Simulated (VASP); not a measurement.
Crystal: NaLiCl2.

```
Li Na Cl
1.0
     1.89160    1.09211    6.24764
    -1.89160    1.09211    6.24764
     0.00000   -2.18423    6.24764
Li Na Cl
1 1 2
Direct
  0.00000 0.00000 0.00000
  0.50000 0.50000 0.50000
  0.25669 0.25669 0.25669
  0.74331 0.74331 0.74331
```

Base run:

```yaml
Program: VASP 6.6.1
Functional: r2SCAN
Potentials_or_basis: VASP PAW PBE potentials, release 64 (Li_sv, Na_pv, Cl)
Cutoff: 520 eV
k_mesh: 8 × 8 × 8
Occupations: gaussian, width 0.01 eV
Spin: no spin polarisation
```

Its results: band gap on the k mesh 6.47 eV, direct; largest force 0.010 eV/Å.

The run is repeated on the same cell with these changes: functional from r2SCAN to PBE; further incar settings from ALGO = Normal; EDIFF = 1e-07; NBANDS = 20 to ALGO = Normal; EDIFF = 1e-06; NBANDS = 20. What comes out?

Band gap on the k mesh 5.60 eV, direct; largest force 0.068 eV/Å.

Caveats: the PAW data sets were made with another functional, which shifts forces and pressure a little (some runs).

A k mesh can miss the band edges.
